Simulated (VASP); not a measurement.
# W (Fm-3m) in VASP: a series of runs

Runs on W. Level: PBE. Tasks: single point.

Program: VASP 6.6.1. These are calculated values, not measurements. Logs are shortened: lines on timing, memory, paths and dates and some standing lists are left out, and cuts for length are marked.

### 1 The cell of the first run

The structure is cubic, space group Fm-3m (No. 225). The conventional cell has a = 3.977 Å, b = 3.977 Å, c = 3.977 Å, α = 90.00°, β = 90.00°, γ = 90.00°. Within 3.7 Å of W (site symmetry m-3m) lie 12 W at 2.81 Å.

### 2 Single point, PBE

File INCAR:

```
PREC     = Accurate       # precision mode
ENCUT    = 500            # plane-wave cutoff, eV
EDIFF    = 1E-6           # SCF threshold, eV
ISMEAR   = -1             # smearing method
SIGMA    = 0.05           # smearing width, eV
LREAL    = False          # projectors in reciprocal space
LASPH    = True           # aspherical terms in the spheres
NELM     = 120            # most SCF steps
ALGO     = Normal         # electronic algorithm
ISIF     = 2              # what is computed and relaxed
LWAVE    = False          # write WAVECAR
LCHARG   = False          # write CHGCAR
GGA      = PE             # functional
NBANDS   = 13             # bands
GGA_COMPAT= False
```

File KPOINTS:

```
regular mesh
0
Gamma
  10 10 10
```

File POSCAR:

```
W
1.0
    0.0000000000      1.9885598007      1.9885598007
    1.9885598007      0.0000000000      1.9885598007
    1.9885598007      1.9885598007      0.0000000000
W
1
Direct
    0.0000000000      0.0000000000      0.0000000000
```

Potentials or basis: VASP PAW PBE potentials, release 64 (W_sv).

Command:

```console
$ cat potpaw_PBE.64/W_sv/POTCAR > POTCAR
$ mpirun -np 1 vasp_std > vasp.out
```

OUTCAR:

```text
PREC = Accurate
   ENCUT = 500
   EDIFF = 1E-6
   ISMEAR = -1
   LREAL = False
   LASPH = True
   NELM = 120
   ISIF = 2
   GGA = PE

 ion  position               nearest neighbor table
   1  0.000  0.000  0.000-

  LATTYP: Found a face centered cubic cell.
 ALAT       =     3.9771196014

  Lattice vectors:

 A1 = (   0.0000000000,   1.9885598007,   1.9885598007)
 A2 = (   1.9885598007,   0.0000000000,   1.9885598007)
 A3 = (   1.9885598007,   1.9885598007,   0.0000000000)

Analysis of symmetry for initial positions (statically):
=====================================================================
 Subroutine PRICEL returns:
 Original cell was already a primitive cell.

 Routine SETGRP: Setting up the symmetry group for a
 face centered cubic supercell.

 Subroutine GETGRP returns: Found 48 space group operations
 (whereof 48 operations were pure point group operations)
 out of a pool of 48 trial point group operations.

The static configuration has the point symmetry O_h .

Analysis of symmetry for dynamics (positions and initial velocities):
=====================================================================
 Subroutine PRICEL returns:
 Original cell was already a primitive cell.

 Routine SETGRP: Setting up the symmetry group for a
 face centered cubic supercell.

 Subroutine GETGRP returns: Found 48 space group operations
 (whereof 48 operations were pure point group operations)
 out of a pool of 48 trial point group operations.

The dynamic configuration has the point symmetry O_h .

 Subroutine INISYM returns: Found 48 space group operations
 (whereof 48 operations are pure point group operations),
 and found     1 'primitive' translations

----------------------------------------------------------------------------------------

                                     Primitive cell

  volume of cell :      15.7270

  direct lattice vectors                    reciprocal lattice vectors
     0.000000000  1.988559801  1.988559801    -0.251438252  0.251438252  0.251438252
     1.988559801  0.000000000  1.988559801     0.251438252 -0.251438252  0.251438252
     1.988559801  1.988559801  0.000000000     0.251438252  0.251438252 -0.251438252

  length of vectors
     2.812248240  2.812248240  2.812248240     0.435503827  0.435503827  0.435503827

  position of ions in fractional coordinates (direct lattice)
     0.000000000  0.000000000  0.000000000

  ion indices of the primitive-cell ions
   primitive index   ion index
                 1           1

----------------------------------------------------------------------------------------

 KPOINTS: regular mesh

Automatic generation of k-mesh.
 Grid dimensions read from file:
 generate k-points for:   10   10   10

 Generating k-lattice:

  Cartesian coordinates                     Fractional coordinates (reciprocal lattice)
    -0.025143825  0.025143825  0.025143825     0.100000000  0.000000000  0.000000000
     0.025143825 -0.025143825  0.025143825     0.000000000  0.100000000  0.000000000
     0.025143825  0.025143825 -0.025143825     0.000000000  0.000000000  0.100000000

  Length of vectors
     0.043550383  0.043550383  0.043550383

  Shift w.r.t. Gamma in fractional coordinates (k-lattice)
     0.000000000  0.000000000  0.000000000

 Subroutine IBZKPT returns following result:
 ===========================================

 Found     47 irreducible k-points:

 Following reciprocal coordinates:
            Coordinates               Weight
  0.000000  0.000000  0.000000      1.000000
  0.100000  0.000000  0.000000      8.000000
  0.200000  0.000000  0.000000      8.000000
  0.300000  0.000000  0.000000      8.000000
  0.400000  0.000000  0.000000      8.000000
  0.500000  0.000000  0.000000      4.000000
[... 16 lines left out ...]
  0.300000  0.300000  0.000000      6.000000
  0.400000  0.300000  0.000000     24.000000
 [... further k-points ...]
   k-points           NKPTS =     47   k-points in BZ     NKDIM =     47   number of bands    NBANDS=     13
   number of dos      NEDOS =    301   number of ions     NIONS =      1
   total plane-waves  NPLWV =  13824
   dimension x,y,z NGX =    24 NGY =   24 NGZ =   24
   dimension x,y,z NGXF=    48 NGYF=   48 NGZF=   48
   ions per type =               1
   NGX,Y,Z   is equivalent  to a cutoff of  14.19, 14.19, 14.19 a.u.
   NGXF,Y,Z  is equivalent  to a cutoff of  28.38, 28.38, 28.38 a.u.
 SYSTEM =  unknown system
   PREC   = accura    normal or accurate (medium, high low for compatibility)
   ISTART =      0    job   : 0-new  1-cont  2-samecut
   ICHARG =      2    charge: 1-file 2-atom 10-const
   ISPIN  =      1    spin polarized calculation?
   LNONCOLLINEAR =      F non collinear calculations
   LSORBIT =      F    spin-orbit coupling
   LASPH  =      T    aspherical Exc in radial PAW
   ENCUT  =  500.0 eV  36.75 Ry    6.06 a.u.   5.13  5.13  5.13*2*pi/ulx,y,z
   NELM   =    120;   NELMIN=  2; NELMDL= -5     # of ELM steps
   EDIFF  = 0.1E-05   stopping-criterion for ELM
   LREAL  =      F    real-space projection
   EDIFFG = 0.1E-04   stopping-criterion for IOM
   NSW    =      0    number of steps for IOM
   IBRION =     -1    ionic relax: 0-MD 1-quasi-New 2-CG
   NFREE  =      0    steps in history (QN), initial steepest desc. (CG)
   ISIF   =      2    stress and relaxation
   ISYM   =      2    0-nonsym 1-usesym 2-fastsym
   POTIM  = 0.5000    time-step for ionic-motion
   TEBEG  =    0.0;   TEEND  =   0.0 temperature during run
   PSTRESS=    0.0 pullay stress
   NELECT =      14.0000    total number of electrons
   NUPDOWN=      -1.0000    fix difference up-down
   EMIN   =  10.00;   EMAX   =-10.00  energy-range for DOS
   EFERMI =   0.00;   METHOD = LEGACY
   ISMEAR =    -1;   SIGMA  =   0.05  broadening in eV -4-tet -1-fermi 0-gaus
   EFERMI_NEDOS =   21; number of points for ismear=-14 and -15
   IALGO  =     38    algorithm
   IMIX   =      4    mixing-type and parameters
     AMIX     =   0.40;   BMIX     =  1.00
     AMIX_MAG =   1.60;   BMIX_MAG =  1.00
  volume/ion in A,a.u.               =      15.73       106.13
  Fermi-wavevector in a.u.,A,eV,Ry     =   1.574837  2.976010 33.743953  2.480111
  Thomas-Fermi vector in A             =   2.675911
   LORBIT       =      0    0 simple, 1 ext, 2 COOP (PROOUT), +10 PAW based schemes
   GGA     = PE    functional components
   LHFCALC =     F    Hartree Fock is set to
   AEXX    =    0.0000 exact exchange contribution
   IVDW    =     0    specifies the selected vdW correction
   LEPSILON=     F    determine dielectric tensor
   LRPA    =     F    only Hartree local field effects (RPA)
 non-spin polarized calculation
  energy-cutoff  :      500.00
  volume of cell :       15.73
 maximum number of plane-waves:       411
 NGX is ok and might be reduce to    24
   NGX = 11   NGY = 11   NGZ = 11

 number of electron      13.9999999 magnetization

 Free energy of the ion-electron system (eV)
  ---------------------------------------------------
  ext. energy  EPLUGINS =         0.00000000
  ---------------------------------------------------
  free energy    TOTEN  =       -12.43345351 eV

  energy without entropy =      -12.42516192  energy(sigma->0) =      -12.42930772

 E-fermi :  11.0583     XC(G=0): -13.6761

 val. band max:       11.0104646914   @ k =   0.4000   0.3000   0.0000
 cond. band min:      11.1251377571   @ k =   0.2000   0.1000   0.0000
 fundamental gap:      0.1146730657
 Fermi energy:        11.0583197415

 k-point     1 :       0.0000    0.0000    0.0000
  band No.  band energies     occupation
      1     -62.5171      2.00000
      2     -26.0882      2.00000
      3     -26.0882      2.00000
      4     -26.0882      2.00000
      5       1.8712      2.00000
      6      10.4692      1.99998
      7      10.4692      1.99998
      8      10.4692      1.99998
      9      13.7889      0.00000
     10      13.7889      0.00000
     11      23.9233      0.00000
     12      29.3532      0.00000
     13      29.3532      0.00000

 k-point     2 :       0.1000    0.0000    0.0000
  band No.  band energies     occupation
      1     -62.5049      2.00000
      2     -26.2237      2.00000
      3     -26.1053      2.00000
      4     -26.1053      2.00000
      5       2.3258      2.00000
      6      10.1315      2.00000
      7      10.6727      1.99911
      8      10.6727      1.99911
      9      13.6072      0.00000
     10      13.6072      0.00000
     11      24.8115      0.00000
     12      27.7771      0.00000
     13      30.2120      0.00000

 k-point     3 :       0.2000    0.0000    0.0000
  band No.  band energies     occupation
      1     -62.4727      2.00000
      2     -26.5682      2.00000
      3     -26.1497      2.00000
      4     -26.1497      2.00000
      5       3.5010      2.00000
      6       9.5468      2.00000
      7      10.9684      1.71566
      8      10.9684      1.71566
      9      13.5482      0.00000
     10      13.5482      0.00000
     11      25.1236      0.00000
     12      27.4882      0.00000
     13      32.5419      0.00000
[... 305 lines left out ...]
 k-point    23 :       0.3000    0.3000    0.0000
  band No.  band energies     occupation
      1     -62.4053      2.00000
      2     -26.9312      2.00000
      3     -26.4033      2.00000
      4     -26.4033      2.00000
      5       5.5145      2.00000
      6       7.3985      2.00000
      7      10.9434      1.81734
      8      13.6803      0.00000
      9      13.6803      0.00000
     10      15.3617      0.00000
     11      28.5615      0.00000
     12      28.5615      0.00000
     13      29.3744      0.00000

 k-point    24 :       0.4000    0.3000    0.0000
  band No.  band energies     occupation
      1     -62.3796      2.00000
      2     -27.1005      2.00000
      3     -26.4995      2.00000
      4     -26.4560      2.00000
      5       5.9007      2.00000
      6       7.1285      2.00000
      7      11.0105      1.44508
      8      13.9550      0.00000
      9      15.5075      0.00000
     10      16.2494      0.00000
     11      25.3261      0.00000
     12      27.1816      0.00000
     13      28.8785      0.00000

 [... further k-points ...]

------------------------ aborting loop because EDIFF is reached ----------------------------------------

  FORCE on cell =-STRESS in cart. coord.  units (eV):
  Direction    XX          YY          ZZ          XY          YZ          ZX
  --------------------------------------------------------------------------------------
  -------------------------------------------------------------------------------------
  Total        1.4851303      1.4851303      1.4851303      0.0000000      0.0000000      0.0000000
  in kB      151.2966025    151.2966025    151.2966025      0.0000000      0.0000000      0.0000000
  external PRESSURE =     151.2966025 kB  Pullay stress =       0.0000000 kB

 VOLUME and BASIS-vectors are now :
 -----------------------------------------------------------------------------
  energy-cutoff  :      500.00
  volume of cell :       15.73
      direct lattice vectors                 reciprocal lattice vectors
     0.000000000  1.988559801  1.988559801    -0.251438252  0.251438252  0.251438252
     1.988559801  0.000000000  1.988559801     0.251438252 -0.251438252  0.251438252
     1.988559801  1.988559801  0.000000000     0.251438252  0.251438252 -0.251438252

 POSITION                                       TOTAL-FORCE (eV/Angst)
 -----------------------------------------------------------------------------------
      0.00000      0.00000      0.00000         0.000000      0.000000      0.000000
 -----------------------------------------------------------------------------------
    total drift:                               -0.000000      0.000000      0.000000

  FREE ENERGIE OF THE ION-ELECTRON SYSTEM (eV)
  ---------------------------------------------------
  free  energy   TOTEN  =       -12.4334535095 eV

  energy  without entropy=      -12.4251619210  energy(sigma->0) =      -12.42930772
```

It took 4.7 s on 1 thread of Intel Xeon Platinum 8375C at 2.90GHz (Ice Lake), shared host; peak memory 0.14 GiB.

Results:

```yaml
Free_energy: -12.4335 eV
Pressure: 15.1 GPa
Band_gap_on_the_k_mesh: zero (band 7 reaches 14.38 eV, above the bottom of band 8 at 10.47 eV)
```

Caveat: spin-orbit coupling is left out, which moves the levels of the heavy elements.

### 3 Single point, PBE

This run uses another cell than the first one, of 16.06 Å³/atom, 1.021 times its volume.

File INCAR:

```
SYSTEM = W
PREC = Accurate
ENCUT = 500
EDIFF = 1E-6
ISMEAR = -1
SIGMA = 0.05
LREAL = .False.
LASPH = .True.
NELM = 120
ALGO = Normal
ISIF = 2
LWAVE = .False.
LCHARG = .False.
GGA = PE
NBANDS = 13
GGA_COMPAT = .False.
```

File KPOINTS:

```
Automatic mesh
0
Gamma
  10 10 10
  0 0 0
```

File POSCAR:

```
W
1.0
    0.0000000000      2.0025642044      2.0025642044
    2.0025642044      0.0000000000      2.0025642044
    2.0025642044      2.0025642044      0.0000000000
W
1
Direct
    0.0000000000      0.0000000000      0.0000000000
```

Potentials or basis: VASP PAW PBE potentials, release 64 (W_sv).

Command:

```console
$ cat potpaw_PBE.64/W_sv/POTCAR > POTCAR
$ mpirun -np 1 vasp_std > vasp.out
```

Run time: 5 s. Hardware: 1 thread of Intel Xeon Platinum 8375C at 2.90GHz (Ice Lake), shared host; peak memory 0.14 GiB.

Results (log left out):

| Item | Value |
| --- | --- |
| Free energy | -12.4578 eV |
| Pressure | 8.1 GPa |
| Band gap on the k mesh | zero (band 7 reaches 13.96 eV, above the bottom of band 8 at 10.20 eV) |

Levels at points of the mesh, in eV from the Fermi level:
```csv
k point,band 4,band 5,band 6,band 7,band 8,band 9,band 10,band 11
"(0.00, 0.00, 0.00)",-37.21,-9.07,-0.56,-0.56,-0.56,2.66,2.66,12.84
"(0.50, 0.00, 0.00)",-37.38,-5.69,-0.79,-0.79,0.73,5.22,5.22,10.64
"(0.50, 0.50, 0.00)",-37.66,-5.61,-4.63,3.20,5.19,5.98,5.98,11.96
```

Caveat: spin-orbit coupling is left out, which moves the levels of the heavy elements.

[end of part 1 of 2]
